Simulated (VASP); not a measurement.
# Ti8HO16 (a cell with a defect) (Rutile) in VASP: single point with PBE

Aim: the single point of Ti8HO16 (a cell with a defect) (Rutile) with PBE.

Everything below comes from runs of VASP 6.6.1. Logs are shortened: lines on timing, memory, paths and dates and some standing lists are left out, and cuts for length are marked.

## (1) The cell of the first run

The cell holds a defect, 25 atoms: a = 6.567 Å, b = 6.567 Å, c = 7.530 Å, α = 115.85°, β = 115.85°, γ = 90.00°.

## (2) Single point, PBE

File INCAR:

```
SYSTEM = Ti8HO16
PREC = Accurate
ENCUT = 520
EDIFF = 1E-7
ISMEAR = 0
SIGMA = 0.02
LREAL = Auto
LASPH = .TRUE.
NELM = 100
ALGO = Normal
ISIF = 2
LWAVE = .FALSE.
LCHARG = .FALSE.
GGA = PE
NELECT = 192.0
NBANDS = 114
```

File KPOINTS:

```
Automatic mesh
0
G
  3 3 3
  0 0 0
```

File POSCAR:

```
Ti8HO16
1.0
    4.6432750182     -4.6432750182      0.0000000000
    4.6432750182      4.6432750182      0.0000000000
   -4.6432750182      0.0000000000      5.9277640358
Ti O H
8 16 1
Direct
    1.0276281514     -0.0118709050     -0.0004532906
    0.2494545992      0.2500576218      0.4994853004
    0.4719183367      0.5114178277     -0.0004532906
    0.7500309989      0.7494281917      0.4994854691
    0.1067469710      0.6340596954      0.2561399190
    0.3940508532      0.8663657584      0.7440110594
    0.6493930538      0.1220803294      0.2561399190
    0.8499602042      0.3776452990      0.7440110594
   -0.0631668115      0.2911025337      0.0000379570
    0.2381147187      0.5553959468      0.4991352527
    0.4870069222      0.8116383502     -0.0000055670
    0.7387530455      0.0562625646      0.5008831293
    0.8194637442      0.6475159279      0.2545229518
    0.0742455224      0.8911600892      0.7520284163
    0.3220557455      0.1390861827      0.2478769383
    0.5648648336      0.3931134304      0.7457295826
    0.0129875088      0.6883560769     -0.0000055670
    0.2621299975      0.9446202630      0.5008829606
    0.5632049818      0.2089354213      0.0000379570
    0.7610206164      0.4437391730      0.4991354214
    0.4258210598      0.6087908380      0.2478771070
    0.6808648547      0.8526160426      0.7457295826
    0.9350592250      0.1070068299      0.2545227831
    0.1777828115      0.3608682408      0.7520282476
    0.7500894607      0.2500893549      0.0001788195
```

Potentials or basis: VASP PAW PBE potentials, release 64 (Ti_sv, O, H).

Started as:

```sh
$ cat potpaw_PBE.64/Ti_sv/POTCAR potpaw_PBE.64/O/POTCAR potpaw_PBE.64/H/POTCAR > POTCAR
$ mpirun -np 1 vasp_std > vasp.out
```

OUTCAR:

```text
SYSTEM = Ti8HO16
   PREC = Accurate
   ENCUT = 520
   EDIFF = 1E-7
   ISMEAR = 0
   LREAL = Auto
   LASPH = .TRUE.
   NELM = 100
   ISIF = 2
   GGA = PE
   NELECT = 192.0

 ion  position               nearest neighbor table
   1  0.028  0.988  1.000-  14 1.85  15 1.86  17 1.97   9 2.08  22 2.09  23 2.09
   2  0.249  0.250  0.499-  23 1.93  16 1.93  15 1.98  24 1.99  10 2.01  18 2.01
   3  0.472  0.511  1.000-  24 1.85  21 1.86  11 1.97  19 2.08  16 2.09  13 2.09
   4  0.750  0.749  0.499-  13 1.93  22 1.93  21 1.98  14 1.99  20 2.01  12 2.01
   5  0.107  0.634  0.256-  13 1.88  18 1.92  17 1.95  10 1.95   9 2.09  21 2.13   6 2.91
   6  0.394  0.866  0.744-  22 1.88  10 1.92  11 1.95  18 1.95  19 2.09  14 2.13   5 2.91
   7  0.649  0.122  0.256-  23 1.88  12 1.92  11 1.95  20 1.95  19 2.09  15 2.13   8 2.91
   8  0.850  0.378  0.744-  16 1.88  20 1.92  17 1.95  12 1.95   9 2.09  24 2.13   7 2.91
   9  0.937  0.291  0.000-  25 1.26   1 2.08   8 2.09   5 2.09
  10  0.238  0.555  0.499-   6 1.92   5 1.95   2 2.01
  11  0.487  0.812  1.000-   7 1.95   6 1.95   3 1.97
  12  0.739  0.056  0.501-   7 1.92   8 1.95   4 2.01
  13  0.819  0.648  0.255-   5 1.88   4 1.93   3 2.09
  14  0.074  0.891  0.752-   1 1.85   4 1.99   6 2.13
  15  0.322  0.139  0.248-   1 1.86   2 1.98   7 2.13
  16  0.565  0.393  0.746-   8 1.88   2 1.93   3 2.09
  17  0.013  0.688  1.000-   5 1.95   8 1.95   1 1.97
  18  0.262  0.945  0.501-   5 1.92   6 1.95   2 2.01
  19  0.563  0.209  0.000-  25 1.26   3 2.08   6 2.09   7 2.09
  20  0.761  0.444  0.499-   8 1.92   7 1.95   4 2.01
  21  0.426  0.609  0.248-   3 1.86   4 1.98   5 2.13
  22  0.681  0.853  0.746-   6 1.88   4 1.93   1 2.09
  23  0.935  0.107  0.255-   7 1.88   2 1.93   1 2.09
  24  0.178  0.361  0.752-   3 1.85   2 1.99   8 2.13
  25  0.750  0.250  0.000-  19 1.26   9 1.26

  LATTYP: Found a body centered tetragonal cell.
 ALAT       =     6.5665825046
 C/A-ratio  =     1.8054335057

  Lattice vectors:

 A1 = (   0.0000000000,  -4.6432750182,  -5.9277640358)
 A2 = (   0.0000000000,   4.6432750182,  -5.9277640358)
 A3 = (   4.6432750182,   0.0000000000,   5.9277640358)

Analysis of symmetry for initial positions (statically):
=====================================================================
 Subroutine PRICEL returns:
 Original cell was already a primitive cell.

 Routine SETGRP: Setting up the symmetry group for a
 body centered tetragonal supercell.

 Subroutine GETGRP returns: Found  2 space group operations
 (whereof  1 operations were pure point group operations)
 out of a pool of 16 trial point group operations.

[... 153 lines left out ...]
   ISIF   =      2    stress and relaxation
   ISYM   =      2    0-nonsym 1-usesym 2-fastsym
   POTIM  = 0.5000    time-step for ionic-motion
   TEBEG  =    0.0;   TEEND  =   0.0 temperature during run
   PSTRESS=    0.0 pullay stress
   NELECT =     192.0000    total number of electrons
   NUPDOWN=      -1.0000    fix difference up-down
   EMIN   =  10.00;   EMAX   =-10.00  energy-range for DOS
   EFERMI =   0.00;   METHOD = LEGACY
   ISMEAR =     0;   SIGMA  =   0.02  broadening in eV -4-tet -1-fermi 0-gaus
   EFERMI_NEDOS =   21; number of points for ismear=-14 and -15
   IALGO  =     38    algorithm
   IMIX   =      4    mixing-type and parameters
     AMIX     =   0.40;   BMIX     =  1.00
     AMIX_MAG =   1.60;   BMIX_MAG =  1.00
  volume/ion in A,a.u.               =      10.22        69.00
  Fermi-wavevector in a.u.,A,eV,Ry     =   1.488168  2.812230 30.132066  2.214644
  Thomas-Fermi vector in A             =   2.601237
   LORBIT       =      0    0 simple, 1 ext, 2 COOP (PROOUT), +10 PAW based schemes
   GGA     = PE    functional components
   LHFCALC =     F    Hartree Fock is set to
   AEXX    =    0.0000 exact exchange contribution
   IVDW    =     0    specifies the selected vdW correction
   LEPSILON=     F    determine dielectric tensor
   LRPA    =     F    only Hartree local field effects (RPA)
 non-spin polarized calculation
 Gauss-broadening in eV      SIGMA  =   0.02
  energy-cutoff  :      520.00
  volume of cell :      255.61
 maximum number of plane-waves:      6906
 NGX is ok and might be reduce to    50
   NGX = 25   NGY = 25   NGZ = 27

 number of electron     192.0000011 magnetization

 Free energy of the ion-electron system (eV)
  ---------------------------------------------------
  ext. energy  EPLUGINS =         0.00000000
  ---------------------------------------------------
  free energy    TOTEN  =      -224.13502250 eV

  energy without entropy =     -224.13502250  energy(sigma->0) =     -224.13502250

 E-fermi :   4.5587     XC(G=0): -11.2849

 val. band max:        4.3527378962   @ k =   0.0000   0.0000   0.0000
 cond. band min:       6.5882825692   @ k =   0.0000   0.0000   0.0000
 fundamental gap:      2.2355446730
 Fermi energy:         4.5586757417

 k-point     1 :       0.0000    0.0000    0.0000
  band No.  band energies     occupation
      1     -52.3186      2.00000
      2     -52.3158      2.00000
      3     -52.2796      2.00000
      4     -52.2665      2.00000
      5     -52.2559      2.00000
      6     -52.2419      2.00000
[... 1099 lines left out ...]
    107       7.5741      0.00000
    108       7.5833      0.00000
 [bands above 108 left out]

------------------------ aborting loop because EDIFF is reached ----------------------------------------

  FORCE on cell =-STRESS in cart. coord.  units (eV):
  Direction    XX          YY          ZZ          XY          YZ          ZX
  --------------------------------------------------------------------------------------
  -------------------------------------------------------------------------------------
  Total      -13.7227401     -4.9968709     -3.7376851      0.3564401      0.0000000      0.0000000
  in kB      -86.0164870    -31.3212433    -23.4284507      2.2342277      0.0000000      0.0000000
  external PRESSURE =     -46.9220603 kB  Pullay stress =       0.0000000 kB

 VOLUME and BASIS-vectors are now :
 -----------------------------------------------------------------------------
  energy-cutoff  :      520.00
  volume of cell :      255.61
      direct lattice vectors                 reciprocal lattice vectors
     4.643275018 -4.643275018  0.000000000     0.107682616 -0.107682616  0.084348837
     4.643275018  4.643275018  0.000000000     0.107682616  0.107682616  0.084348837
    -4.643275018  0.000000000  5.927764036     0.000000000  0.000000000  0.168697673

 POSITION                                       TOTAL-FORCE (eV/Angst)
 -----------------------------------------------------------------------------------
      0.07527      4.45987      5.92508        -0.035928      0.048177      0.004799
      0.00012      0.00280      2.96083         0.002120     -0.000978      0.004648
     -0.07527      0.18341      5.92508         0.035928     -0.048177      0.004799
      4.64315     -0.00280      2.96083        -0.002120      0.000978      0.004648
      2.25044      2.44846      1.51834         0.022741     -0.049866     -0.037994
      2.39781      2.19309      4.41032        -0.022721      0.054244      0.037041
[... 17 lines left out ...]
     -0.99077      0.85012      4.45785        -0.053578      0.040938     -0.035938
      4.64328     -2.32164      0.00106         0.000000     -0.000000      0.000390
 -----------------------------------------------------------------------------------
    total drift:                               -0.005303     -0.017918     -0.007365

  FREE ENERGIE OF THE ION-ELECTRON SYSTEM (eV)
  ---------------------------------------------------
  free  energy   TOTEN  =      -224.1350224993 eV

  energy  without entropy=     -224.1350224993  energy(sigma->0) =     -224.13502250
```

OSZICAR:

```text
N       E                     dE             d eps       ncg     rms          rms(c)
DAV:   1     0.321630143562E+04    0.32163E+04   -0.92869E+04  2280   0.200E+03
[... 13 lines left out ...]
DAV:  15    -0.224135023480E+03    0.34279E-04   -0.12638E-04  3224   0.592E-02    0.243E-02
DAV:  16    -0.224135022536E+03    0.94382E-06   -0.10574E-04  3296   0.427E-02    0.145E-02
DAV:  17    -0.224135021796E+03    0.74055E-06   -0.25910E-05  3352   0.212E-02    0.983E-03
DAV:  18    -0.224135021519E+03    0.27713E-06   -0.12488E-05  3304   0.139E-02    0.355E-03
DAV:  19    -0.224135022125E+03   -0.60586E-06   -0.53670E-06  3032   0.900E-03    0.326E-03
DAV:  20    -0.224135022416E+03   -0.29095E-06   -0.10673E-06  2712   0.423E-03    0.889E-04
DAV:  21    -0.224135022499E+03   -0.83761E-07   -0.13033E-07  1552   0.155E-03
   1 F= -.22413502E+03 E0= -.22413502E+03  d E =-.375482E-49
```

Run time: 9.6 min. Hardware: 1 thread of Intel Xeon Platinum 8488C (Sapphire Rapids), shared host; peak memory 0.46 GiB.

Results:

- Free energy: -224.1350 eV
- Largest force: 0.076 eV/Å

Forces on the atoms (eV/Å):
```
Ti  -0.036  0.048  0.005
Ti   0.002 -0.001  0.005
Ti   0.036 -0.048  0.005
Ti  -0.002  0.001  0.005
Ti   0.023 -0.050 -0.038
Ti  -0.023  0.054  0.037
Ti  -0.023  0.050 -0.038
Ti   0.023 -0.054  0.037
O   -0.006 -0.005  0.000
O   -0.034 -0.028 -0.007
O   -0.019 -0.003 -0.001
O   -0.034 -0.029  0.007
O   -0.008  0.016 -0.026
O    0.054 -0.041 -0.036
O    0.052 -0.039  0.033
O   -0.011  0.018  0.022
O    0.019  0.003 -0.001
O    0.034  0.029  0.007
O    0.006  0.005  0.000
O    0.034  0.028 -0.007
O   -0.052  0.039  0.033
O    0.011 -0.018  0.022
O    0.008 -0.016 -0.026
O   -0.054  0.041 -0.036
H    0.000  0.000  0.000
```

Caveat: the cell carries a net charge on a neutralising background, which shifts energy and pressure; the cell is charged against a uniform background, so pressure and absolute levels hang on convention.
